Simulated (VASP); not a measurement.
# SrDy3Ru (P6/mmm) in VASP: relaxation of cell and atoms with PBE

Aim: the relaxation of cell and atoms of SrDy3Ru with PBE.

All numbers are computed with VASP 6.6.1; they aren't measurements. Logs are shortened: lines on timing, memory, paths and dates and some standing lists are left out, and cuts for length are marked.

## (1) The cell of the first run

It takes space group P6/mmm (No. 191, hexagonal). Conventional cell: a = 6.800 Å, b = 6.800 Å, c = 4.772 Å, α = 90.00°, β = 90.00°, γ = 120.00°. Sr (site symmetry 6/mmm) has 2 Ru at 2.39 Å within 3.2 Å. Within 4.5 Å of Dy (site symmetry mmm) lie 4 Dy at 3.40 Å and 2 Sr at 3.40 Å and 4 Ru at 4.15 Å. Within 3.2 Å of Ru (site symmetry 6/mmm) lie 2 Sr at 2.39 Å.

The cell was generated, and may not be a known phase.

## (2) Relaxation of cell and atoms, PBE, collinear spin, ferromagnetic start

File INCAR:

```
PREC = Accurate
ENCUT = 500
EDIFF = 1E-7
ISMEAR = 0
SIGMA = 0.1
LREAL = F
LASPH = T
NELM = 200
ALGO = Normal
ISIF = 3
LWAVE = F
LCHARG = F
ISPIN = 2
MAGMOM = 0 0.18 0.18 0.18 0.54
LORBIT = 11
LMAXMIX = 6
GGA = PE
IBRION = 2
NSW = 100
EDIFFG = -0.01
GGA_COMPAT = F
NELMIN = 4
KPAR = 4
```

File KPOINTS:

```
regular mesh
0
Gamma
  6 6 8
```

File POSCAR:

```
SrDy3Ru
1.0
    6.7996999687      0.0000000000      0.0000000000
   -3.3998499843      5.8887129110      0.0000000000
    0.0000000000      0.0000000000      4.7717813692
Sr Dy Ru
1 3 1
Direct
    0.0000000000      0.0000000000      0.5000000000
    0.5000000000      0.0000000000      0.5000000000
    0.0000000000      0.5000000000      0.5000000000
    0.5000000000      0.5000000000      0.5000000000
    0.0000000000      0.0000000000      0.0000000000
```

Potentials or basis: VASP PAW PBE potentials, release 64 (Sr_sv, Dy_3, Ru_pv), 4f in core.

Command:

```console
$ cat potpaw_PBE.64/Sr_sv/POTCAR potpaw_PBE.64/Dy_3/POTCAR potpaw_PBE.64/Ru_pv/POTCAR > POTCAR
$ mpirun -np 4 vasp_std > vasp.out
```

OUTCAR:

```text
PREC = Accurate
   ENCUT = 500
   EDIFF = 1E-7
   ISMEAR = 0
   LREAL = F
   LASPH = T
   NELM = 200
   ISIF = 3
   ISPIN = 2
   LORBIT = 11
   GGA = PE
   IBRION = 2
   NSW = 100
   EDIFFG = -0.01
   NELMIN = 4

 ion  position               nearest neighbor table
   1  0.000  0.000  0.500-   5 2.39   5 2.39   3 3.40   3 3.40   2 3.40   2 3.40   4 3.40   4 3.40

   2  0.500  0.000  0.500-   4 3.40   4 3.40   1 3.40   1 3.40   3 3.40   3 3.40
   3  0.000  0.500  0.500-   1 3.40   1 3.40   4 3.40   4 3.40   2 3.40   2 3.40
   4  0.500  0.500  0.500-   2 3.40   2 3.40   3 3.40   3 3.40   1 3.40   1 3.40
   5  0.000  0.000  0.000-   1 2.39   1 2.39

  LATTYP: Found a hexagonal cell.
 ALAT       =     6.7996999687
 C/A-ratio  =     0.7017635177

  Lattice vectors:

 A1 = (   6.7996999687,   0.0000000000,   0.0000000000)
 A2 = (  -3.3998499843,   5.8887129110,   0.0000000000)
 A3 = (   0.0000000000,   0.0000000000,   4.7717813692)

Analysis of symmetry for initial positions (statically):
=====================================================================
 Subroutine PRICEL returns:
 Original cell was already a primitive cell.

 Routine SETGRP: Setting up the symmetry group for a
 hexagonal supercell.

 Subroutine GETGRP returns: Found 24 space group operations
 (whereof 24 operations were pure point group operations)
 out of a pool of 24 trial point group operations.

The static configuration has the point symmetry D_6h.

Analysis of symmetry for dynamics (positions and initial velocities):
=====================================================================
 Subroutine PRICEL returns:
 Original cell was already a primitive cell.

 Routine SETGRP: Setting up the symmetry group for a
 hexagonal supercell.

 Subroutine GETGRP returns: Found 24 space group operations
 (whereof 24 operations were pure point group operations)
 out of a pool of 24 trial point group operations.

The dynamic configuration has the point symmetry D_6h.

Analysis of structural, dynamic, and magnetic symmetry:
=====================================================================
 Subroutine PRICEL returns:
 Original cell was already a primitive cell.

 Routine SETGRP: Setting up the symmetry group for a
 hexagonal supercell.

 Subroutine GETGRP returns: Found 24 space group operations
 (whereof 24 operations were pure point group operations)
 out of a pool of 24 trial point group operations.

The overall configuration has the point symmetry D_6h.

 Subroutine INISYM returns: Found 24 space group operations
 (whereof 24 operations are pure point group operations),
 and found     1 'primitive' translations

----------------------------------------------------------------------------------------

                                     Primitive cell

  volume of cell :     191.0692

  direct lattice vectors                    reciprocal lattice vectors
     6.799699969  0.000000000  0.000000000     0.147065312  0.084908198  0.000000000
    -3.399849984  5.888712911  0.000000000     0.000000000  0.169816395  0.000000000
     0.000000000  0.000000000  4.771781369     0.000000000  0.000000000  0.209565343

  length of vectors
     6.799699969  6.799699969  4.771781369     0.169816395  0.169816395  0.209565343

  position of ions in fractional coordinates (direct lattice)
     0.000000000  0.000000000  0.500000000
     0.500000000  0.000000000  0.500000000
     0.000000000  0.500000000  0.500000000
     0.500000000  0.500000000  0.500000000
     0.000000000  0.000000000  0.000000000

  ion indices of the primitive-cell ions
   primitive index   ion index
                 1           1
                 2           2
                 3           3
                 4           4
                 5           5

----------------------------------------------------------------------------------------

 KPOINTS: regular mesh

Automatic generation of k-mesh.
 Grid dimensions read from file:
 generate k-points for:    6    6    8

 Generating k-lattice:

  Cartesian coordinates                     Fractional coordinates (reciprocal lattice)
     0.024510885  0.014151366  0.000000000     0.166666667  0.000000000  0.000000000
     0.000000000  0.028302733  0.000000000     0.000000000  0.166666667  0.000000000
     0.000000000  0.000000000  0.026195668     0.000000000  0.000000000  0.125000000

  Length of vectors
     0.028302733  0.028302733  0.026195668

  Shift w.r.t. Gamma in fractional coordinates (k-lattice)
     0.000000000  0.000000000  0.000000000

 Subroutine IBZKPT returns following result:
 ===========================================

 Found     35 irreducible k-points:

 Following reciprocal coordinates:
            Coordinates               Weight
  0.000000  0.000000  0.000000      1.000000
  0.166667  0.000000  0.000000      6.000000
  0.333333  0.000000  0.000000      6.000000
  0.500000  0.000000  0.000000      3.000000
  0.166667  0.166667  0.000000      6.000000
  0.333333  0.166667  0.000000     12.000000
[... 16 lines left out ...]
  0.166667  0.000000  0.375000     12.000000
  0.333333  0.000000  0.375000     12.000000
 [... further k-points ...]
   k-points           NKPTS =     35   k-points in BZ     NKDIM =     35   number of bands    NBANDS=     31
   number of dos      NEDOS =    301   number of ions     NIONS =      5
   total plane-waves  NPLWV =  90000
   dimension x,y,z NGX =    50 NGY =   50 NGZ =   36
   dimension x,y,z NGXF=   100 NGYF=  100 NGZF=   72
   ions per type =               1   3   1
   NGX,Y,Z   is equivalent  to a cutoff of  12.22, 12.22, 12.54 a.u.
   NGXF,Y,Z  is equivalent  to a cutoff of  24.45, 24.45, 25.08 a.u.
 SYSTEM =  unknown system
   PREC   = accura    normal or accurate (medium, high low for compatibility)
   ISTART =      0    job   : 0-new  1-cont  2-samecut
   ICHARG =      2    charge: 1-file 2-atom 10-const
   ISPIN  =      2    spin polarized calculation?
   LNONCOLLINEAR =      F non collinear calculations
   LSORBIT =      F    spin-orbit coupling
   LASPH  =      T    aspherical Exc in radial PAW
   ENCUT  =  500.0 eV  36.75 Ry    6.06 a.u.  12.40 12.40  8.70*2*pi/ulx,y,z
   NELM   =    200;   NELMIN=  4; NELMDL= -5     # of ELM steps
   EDIFF  = 0.1E-06   stopping-criterion for ELM
   LREAL  =      F    real-space projection
   EDIFFG = -.1E-01   stopping-criterion for IOM
   NSW    =    100    number of steps for IOM
   IBRION =      2    ionic relax: 0-MD 1-quasi-New 2-CG
   NFREE  =      1    steps in history (QN), initial steepest desc. (CG)
   ISIF   =      3    stress and relaxation
   ISYM   =      2    0-nonsym 1-usesym 2-fastsym
   POTIM  = 0.5000    time-step for ionic-motion
   TEBEG  =    0.0;   TEEND  =   0.0 temperature during run
   PSTRESS=    0.0 pullay stress
   NELECT =      51.0000    total number of electrons
   NUPDOWN=      -1.0000    fix difference up-down
   EMIN   =  10.00;   EMAX   =-10.00  energy-range for DOS
   EFERMI =   0.00;   METHOD = LEGACY
   ISMEAR =     0;   SIGMA  =   0.10  broadening in eV -4-tet -1-fermi 0-gaus
   EFERMI_NEDOS =   21; number of points for ismear=-14 and -15
   IALGO  =     38    algorithm
   IMIX   =      4    mixing-type and parameters
     AMIX     =   0.40;   BMIX     =  1.00
     AMIX_MAG =   1.60;   BMIX_MAG =  1.00
  volume/ion in A,a.u.               =      38.21       257.88
  Fermi-wavevector in a.u.,A,eV,Ry     =   1.054066  1.991897 15.116836  1.111056
  Thomas-Fermi vector in A             =   2.189212
   LORBIT       =     11    0 simple, 1 ext, 2 COOP (PROOUT), +10 PAW based schemes
   GGA     = PE    functional components
   LHFCALC =     F    Hartree Fock is set to
   AEXX    =    0.0000 exact exchange contribution
   IVDW    =     0    specifies the selected vdW correction
   LEPSILON=     F    determine dielectric tensor
   LRPA    =     F    only Hartree local field effects (RPA)
 conjugate gradient relaxation of ions
 spin polarized calculation
 Gauss-broadening in eV      SIGMA  =   0.10
  energy-cutoff  :      500.00
  volume of cell :      191.07
 maximum number of plane-waves:      4878
 NGX is ok and might be reduce to    50
   NGX = 25   NGY = 25   NGZ = 17

--------------------------------------- Ionic step        1  -------------------------------------------

 number of electron      50.9999997 magnetization       0.0099944

 number of electron      50.9999998 magnetization      -0.0489227

 Free energy of the ion-electron system (eV)
  ---------------------------------------------------
  ext. energy  EPLUGINS =         0.00000000
  ---------------------------------------------------
  free energy    TOTEN  =       -16.86572677 eV

  energy without entropy =      -16.81322695  energy(sigma->0) =      -16.83947686

------------------------ aborting loop because EDIFF is reached ----------------------------------------

  FORCE on cell =-STRESS in cart. coord.  units (eV):
  Direction    XX          YY          ZZ          XY          YZ          ZX
  --------------------------------------------------------------------------------------
  -------------------------------------------------------------------------------------
  Total        0.2013672      0.2013672     -0.5743059      0.0000000      0.0000000      0.0000000
  in kB        1.6885298      1.6885298     -4.8157414      0.0000000      0.0000000      0.0000000
  external PRESSURE =      -0.4795606 kB  Pullay stress =       0.0000000 kB

 VOLUME and BASIS-vectors are now :
 -----------------------------------------------------------------------------
  energy-cutoff  :      500.00
  volume of cell :      191.07
      direct lattice vectors                 reciprocal lattice vectors
     6.799699969  0.000000000  0.000000000     0.147065312  0.084908198  0.000000000
    -3.399849984  5.888712911  0.000000000     0.000000000  0.169816395  0.000000000
     0.000000000  0.000000000  4.771781369     0.000000000  0.000000000  0.209565343
[... 40 lines left out ...]
 POSITION                                       TOTAL-FORCE (eV/Angst)
 -----------------------------------------------------------------------------------
      0.00000      0.00000      2.37267         0.000000     -0.000000      0.000000
      3.40646      0.00000      2.37267         0.000000      0.000000      0.000000
     -1.70323      2.95008      2.37267        -0.000000     -0.000000      0.000000
      1.70323      2.95008      2.37267         0.000000      0.000000      0.000000
      0.00000      0.00000      0.00000         0.000000     -0.000000      0.000000
 -----------------------------------------------------------------------------------
    total drift:                                0.000000      0.000000      0.000000

  FREE ENERGIE OF THE ION-ELECTRON SYSTEM (eV)
  ---------------------------------------------------
  free  energy   TOTEN  =       -16.8672728618 eV

  energy  without entropy=      -16.8149143605  energy(sigma->0) =      -16.84109361

--------------------------------------- Ionic step        3  -------------------------------------------

 number of electron      50.9999999 magnetization      -0.0530786

 Free energy of the ion-electron system (eV)
  ---------------------------------------------------
  ext. energy  EPLUGINS =         0.00000000
  ---------------------------------------------------
  free energy    TOTEN  =       -16.86735734 eV

  energy without entropy =      -16.81497586  energy(sigma->0) =      -16.84116660

 E-fermi :   2.0346     XC(G=0):  -8.6791

 val. band max:        2.0344654462   @ k =   0.1667   0.0000   0.0000
 cond. band min:       2.0353132243   @ k =   0.1667   0.0000   0.1250
 fundamental gap:      0.0008477781
 Fermi energy:         2.0346424365

 spin component 1

 k-point     1 :       0.0000    0.0000    0.0000
  band No.  band energies     occupation
      1     -39.8999      1.00000
      2     -39.3467      1.00000
      3     -39.3467      1.00000
      4     -32.3347      1.00000
      5     -22.3152      1.00000
      6     -22.1762      1.00000
[... 805 lines left out ...]
     30       3.2525      0.00000
     31       3.6489      0.00000

 [... further k-points ...]

 spin component 2

 k-point     1 :       0.0000    0.0000    0.0000
  band No.  band energies     occupation
      1     -39.9160      1.00000
      2     -39.3868      1.00000
      3     -39.3868      1.00000
      4     -32.3337      1.00000
      5     -22.3175      1.00000
      6     -22.1778      1.00000
[... 829 lines left out ...]
 POSITION                                       TOTAL-FORCE (eV/Angst)
 -----------------------------------------------------------------------------------
      0.00000      0.00000      2.37510        -0.000000     -0.000000      0.000000
      0.00000      5.89806      2.37510        -0.000000      0.000000      0.000000
     -1.70262      2.94903      2.37510         0.000000     -0.000000      0.000000
      1.70262      2.94903      2.37510         0.000000      0.000000      0.000000
      0.00000      0.00000      0.00000        -0.000000     -0.000000      0.000000
 -----------------------------------------------------------------------------------
    total drift:                                0.000000     -0.000000      0.000000

  FREE ENERGIE OF THE ION-ELECTRON SYSTEM (eV)
  ---------------------------------------------------
  free  energy   TOTEN  =       -16.8673573447 eV

  energy  without entropy=      -16.8149758590  energy(sigma->0) =      -16.84116660

 reached required accuracy - stopping structural energy minimisation

 total charge

# of ion       s       p       d       tot
------------------------------------------
    1        2.095   5.697   0.700   8.492
    2        0.443   6.237   0.971   7.652
    3        0.443   6.237   0.971   7.652
    4        0.443   6.237   0.971   7.652
    5        0.230   6.062   6.329  12.621
--------------------------------------------------
tot          3.655  30.472   9.943  44.070

 magnetization (x)

# of ion       s       p       d       tot
------------------------------------------
    1        0.000   0.000   0.002   0.002
    2       -0.000  -0.000  -0.003  -0.003
    3       -0.000  -0.000  -0.003  -0.003
    4       -0.000  -0.000  -0.003  -0.003
    5       -0.000  -0.000  -0.043  -0.044
--------------------------------------------------
tot         -0.001  -0.000  -0.049  -0.051
```

Wall time 4.9 min (4 MPI ranks of AMD EPYC 7R13 (Zen 3), shared host); peak memory 0.57 GiB.

Results:

```yaml
Free_energy: -16.8674 eV
Relaxed_volume: 38.16 Å³/atom
Relaxed_cell: a = 6.810 Å, b = 6.810 Å, c = 4.750 Å, α = 90.00°, β = 90.00°, γ = 120.00°
Space_group_after_relaxing_to_0.1_Å: P6/mmm (No. 191)
Energy_gained_by_relaxing: 0.3 meV/atom
Ionic_steps: 3
Pressure_after_relaxing: 0.0 GPa
Net_moment: -0.05 μB per cell
Site_moments: Sr +0.00; Dy -0.00; Ru -0.04 μB
Valence_electrons_inside_the_program's_atomic_spheres: Sr 8.49; Dy 7.65; Ru 12.62
```

The path:
| step | energy change (eV) | largest force (eV/Å) | pressure (GPa) | volume (Å³) |
| --- | --- | --- | --- | --- |
| 1 | 0.0000 | 0.0000 | -0.05 | 191.07 |
| 2 | -0.0015 | 0.0000 | 0.05 | 190.75 |
| 3 | -0.0016 | 0.0000 | 0.03 | 190.81 |

Final structure:
```
CELL_PARAMETERS angstrom
6.81049 0.00000 0.00000
-3.40524 5.89806 0.00000
0.00000 0.00000 4.75019
ATOMIC_POSITIONS crystal
Sr 0.00000 0.00000 0.50000
Dy 0.50000 0.00000 0.50000
Dy 0.00000 0.50000 0.50000
Dy 0.50000 0.50000 0.50000
Ru 0.00000 0.00000 0.00000
```

Caveat: the magnetic or orbital state may not be the lowest; the moments typed at the start vanished in this run; spin-orbit coupling is left out, which moves the levels of the heavy elements; the 4f electrons are frozen in the core, so they carry no moment and show no levels. The state reached can hang on the start; a lower one may exist.
